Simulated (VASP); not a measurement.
Here is a VASP 6.6.1 calculation.

INCAR

```
SYSTEM = TePb
ALGO     = Normal         ! electronic algorithm
EDIFF    = 1E-6           ! SCF threshold, eV
EDIFFG   = -0.02          ! ionic threshold
ENCUT    = 600            ! plane-wave cutoff, eV
GGA      = PS             ! functional
IBRION   = 2              ! ionic algorithm
ISIF     = 3              ! what is computed and relaxed
ISMEAR   = -1             ! smearing method
IVDW     = 12             ! dispersion correction
LASPH    = .TRUE.         ! aspherical terms in the spheres
LCHARG   = .FALSE.        ! write CHGCAR
LREAL    = .FALSE.        ! projectors in reciprocal space
LWAVE    = .FALSE.        ! write WAVECAR
NELM     = 100            ! most SCF steps
NSW      = 80             ! ionic steps
PREC     = Accurate       ! precision mode
SIGMA    = 0.05           ! smearing width, eV
```

File KPOINTS:

```
k-points
0
G
  7 7 7
  0 0 0
```

File POSCAR:

```
TePb
1.0
    0.0000000000      3.2310000000      3.2310000000
    3.2310000000      0.0000000000      3.2310000000
    3.2310000000      3.2310000000      0.0000000000
Pb Te
1 1
Direct
    0.0000000000      0.0000000000      0.0000000000
    0.5000000000      0.5000000000      0.5000000000
```

Potentials or basis: VASP PAW PBE potentials, release 64 (Pb_d, Te).

Command:

```bash
$ cat potpaw_PBE.64/Pb_d/POTCAR potpaw_PBE.64/Te/POTCAR > POTCAR
$ mpirun -np 1 vasp_std > vasp.out
```

What does it give for the relaxed volume?

32.00 Å³/atom.

Estimate the dispersion energy per atom.

-0.426 eV.

Step by step:
```tsv
step	energy change (eV)	largest force (eV/Å)	pressure (GPa)	volume (Å³)
1	0.0000	0.0000	-2.34	67.46
2	-0.0225	0.0000	1.04	62.77
3	-0.0264	0.0000	0.00	64.01
```

Caveat: the PAW data sets were made with another functional, which shifts forces and pressure a little.
